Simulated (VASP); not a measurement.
# Hg (R-3m) in VASP: further runs, part 2 of 2

VASP 6.6.1.

## (3) Single point, PBE (22.70 Å³/atom)

This run uses another cell than the first one, of 22.70 Å³/atom.

INCAR

```
SYSTEM = Hg
PREC = Accurate ; ENCUT = 520
EDIFF = 1E-6 ; ISMEAR = -1
SIGMA = 0.03 ; LREAL = .False.
LASPH = .True. ; NELM = 60
ALGO = Normal ; ISIF = 2
LWAVE = .False. ; LCHARG = .False.
GGA = PE ; NBANDS = 12
```

KPOINTS

```
regular mesh
0
Gamma
  12 12 12
  0 0 0
```

POSCAR

```
Hg
1.0
    1.7183893641      0.9921125620      2.2190062596
   -1.7183893641      0.9921125620      2.2190062596
    0.0000000000     -1.9842251239      2.2190062596
Hg
1
Direct
    0.0000000000      0.0000000000      0.0000000000
```

Potentials or basis: VASP PAW PBE potentials, release 64 (Hg).

The run is started by

```sh
cat potpaw_PBE.64/Hg/POTCAR > POTCAR
mpirun -np 1 vasp_std > vasp.out
```

OUTCAR:

```text
SYSTEM = Hg
   PREC = Accurate
   ENCUT = 520
   EDIFF = 1E-6
   ISMEAR = -1
   LREAL = .False.
   LASPH = .True.
   NELM = 60
   ISIF = 2
   GGA = PE

 ion  position               nearest neighbor table
   1  0.000  0.000  0.000-

  LATTYP: Found a trigonal (rhomboedric) cell.
 ALAT       =     2.9767663869
 COS(alpha) =     0.3335253405

  Lattice vectors:

 A1 = (   1.7183893641,   0.9921125620,   2.2190062596)
 A2 = (  -1.7183893641,   0.9921125620,   2.2190062596)
 A3 = (   0.0000000000,  -1.9842251239,   2.2190062596)
[... 539 lines left out ...]

 [... further k-points ...]

------------------------ aborting loop because EDIFF is reached ----------------------------------------

  FORCE on cell =-STRESS in cart. coord.  units (eV):
  Direction    XX          YY          ZZ          XY          YZ          ZX
  --------------------------------------------------------------------------------------
  -------------------------------------------------------------------------------------
  Total        1.0168120      1.0168120      1.2805394      0.0000000      0.0000000      0.0000000
  in kB       71.7726440     71.7726441     90.3880930      0.0000000      0.0000000      0.0000000
  external PRESSURE =      77.9777937 kB  Pullay stress =       0.0000000 kB

 VOLUME and BASIS-vectors are now :
 -----------------------------------------------------------------------------
  energy-cutoff  :      520.00
  volume of cell :       22.70
      direct lattice vectors                 reciprocal lattice vectors
     1.718389364  0.992112562  2.219006260     0.290970144  0.167991691  0.150217392
    -1.718389364  0.992112562  2.219006260    -0.290970144  0.167991691  0.150217392
     0.000000000 -1.984225124  2.219006260     0.000000000 -0.335983381  0.150217392

 POSITION                                       TOTAL-FORCE (eV/Angst)
 -----------------------------------------------------------------------------------
      0.00000      0.00000      0.00000         0.000000      0.000000     -0.000000
 -----------------------------------------------------------------------------------
    total drift:                                0.000000     -0.000000      0.000000

  FREE ENERGIE OF THE ION-ELECTRON SYSTEM (eV)
  ---------------------------------------------------
  free  energy   TOTEN  =        -0.0554243538 eV

  energy  without entropy=       -0.0541470478  energy(sigma->0) =       -0.05478570
```

Wall time 14 s (1 thread of Intel Xeon Platinum 8488C (Sapphire Rapids), shared host); peak memory 0.17 GiB.

What came out:

| Property | Result |
| --- | --- |
| Free energy | -0.0554 eV |
| Pressure | 7.8 GPa |
| Band gap on the k mesh | zero (bands 6 and 7 overlap by 3.46 eV) |

Stress tensor (GPa, compression positive):
```
7.18 0.00 0.00
0.00 7.18 0.00
0.00 0.00 9.04
```

Caveat: the cell stands under pressure; spin-orbit coupling is left out, which moves the levels of the heavy elements.

## (4) Single point, PBE (23.62 Å³/atom)

This run uses another cell than the first one, of 23.62 Å³/atom.

INCAR

```
ALGO = Normal
EDIFF = 1E-6
ENCUT = 520
GGA = PE
ISIF = 2
ISMEAR = -1
LASPH = T
LCHARG = F
LREAL = F
LWAVE = F
NBANDS = 12
NELM = 100
PREC = Accurate
SIGMA = 0.03
```

KPOINTS

```
k-points
0
Gamma
  12 12 12
```

POSCAR

```
Hg
1.0
    1.7414577458      1.0054310984      2.2487951332
   -1.7414577458      1.0054310984      2.2487951332
    0.0000000000     -2.0108621967      2.2487951332
Hg
1
Direct
    0.0000000000      0.0000000000      0.0000000000
```

The run is started by

```sh
cat potpaw_PBE.64/Hg/POTCAR > POTCAR
mpirun -np 1 vasp_std > vasp.out
```

Run time: 14 s. Hardware: 1 thread of Intel Xeon Platinum 8488C (Sapphire Rapids), shared host; peak memory 0.17 GiB.

Results (log left out):

- Free energy: -0.0941 eV
- Pressure: 5.5 GPa
- Band gap on the k mesh: zero (bands 6 and 7 overlap by 3.09 eV)

Stress tensor (GPa, compression positive):
```
5.25 0.00 0.00
0.00 5.25 0.00
0.00 0.00 5.91
```

Levels at points of the mesh, in eV from the Fermi level:
| k point | band 4 | band 5 | band 6 | band 7 | band 8 | band 9 |
| --- | --- | --- | --- | --- | --- | --- |
| (0.00, 0.00, 0.00) | -6.36 | -6.19 | -6.19 | 12.25 | 12.62 | 12.62 |
| (0.50, 0.00, 0.00) | -6.25 | -5.87 | -2.15 | -1.88 | 12.41 | 12.63 |
| (0.50, 0.50, 0.00) | -5.92 | -5.42 | -0.03 | 0.78 | 4.80 | 10.02 |
| (0.50, 0.50, 0.50) | -5.51 | -5.51 | -0.08 | 1.29 | 9.38 | 9.38 |

Caveat: the cell stands under pressure; spin-orbit coupling is left out, which moves the levels of the heavy elements.

## (5) Single point, PBE (24.55 Å³/atom)

This run uses another cell than the first one, of 24.55 Å³/atom.

INCAR

```
SYSTEM = Hg
ALGO = Normal
EDIFF = 1E-7
ENCUT = 520
GGA = PE
ISIF = 2
ISMEAR = -1
LASPH = .TRUE.
LCHARG = .FALSE.
LREAL = .FALSE.
LWAVE = .FALSE.
NBANDS = 12
NELM = 80
PREC = Accurate
SIGMA = 0.03
```

KPOINTS

```
k-points
0
G
  12 12 12
  0 0 0
```

POSCAR

```
Hg
1.0
    1.7639306470      1.0184058339      2.2778150453
   -1.7639306470      1.0184058339      2.2778150453
    0.0000000000     -2.0368116678      2.2778150453
Hg
1
Direct
    0.0000000000      0.0000000000      0.0000000000
```

The run is started by

```sh
cat potpaw_PBE.64/Hg/POTCAR > POTCAR
mpirun -np 1 vasp_std > vasp.out
```

Wall time 15 s (1 thread of Intel Xeon Platinum 8488C (Sapphire Rapids), shared host); peak memory 0.18 GiB.

It converged, with:

```yaml
Free_energy: -0.1209 eV
Pressure: 3.7 GPa
Band_gap_on_the_k_mesh: zero (bands 6 and 7 overlap by 2.75 eV)
```

Stress tensor (GPa, compression positive):
```
3.73 0.00 0.00
0.00 3.73 0.00
0.00 0.00 3.53
```

Levels at points of the mesh, in eV from the Fermi level:
```
           k point  band 2  band 3  band 4  band 5  band 6  band 7  band 8  band 9  band 10  band 11
(0.00, 0.00, 0.00)   -7.46   -7.46   -6.28   -6.14   -6.14   12.12   12.33   12.33    16.65    17.87
(0.50, 0.00, 0.00)   -7.48   -6.30   -6.19   -5.83   -2.23   -1.71   12.22   12.34    16.90    17.03
(0.50, 0.50, 0.00)   -7.72   -6.06   -5.88   -5.41    0.07    0.60    4.75    9.83     9.84    15.03
(0.50, 0.50, 0.50)   -7.10   -7.10   -5.50   -5.50    0.02    1.11    9.15    9.15    11.08    14.42
```

Caveat: the cell stands under pressure; spin-orbit coupling is left out, which moves the levels of the heavy elements.

## (6) The runs side by side

| cell | gap on the mesh (eV) | pressure (GPa) |
| --- | --- | --- |
| a = 2.936 Å, angles 70.5°, 1 atom | none | 11.0 |
| a = 2.977 Å, angles 70.5°, 1 atom | none | 7.8 |
| a = 3.017 Å, angles 70.5°, 1 atom | none | 5.5 |
| a = 3.056 Å, angles 70.5°, 1 atom | none | 3.7 |

Alike in all rows: task single point; level PBE; potentials or basis VASP PAW PBE potentials, release 64 (Hg); no spin polarisation; k mesh 12 × 12 × 12; cutoff (eV) 520; smearing fermi-dirac 0.03 eV.

Caveats: the cell stands under pressure; spin-orbit coupling is left out, which moves the levels of the heavy elements.

Total energies depend on the potentials used, so only differences within one code and one set of settings carry meaning.
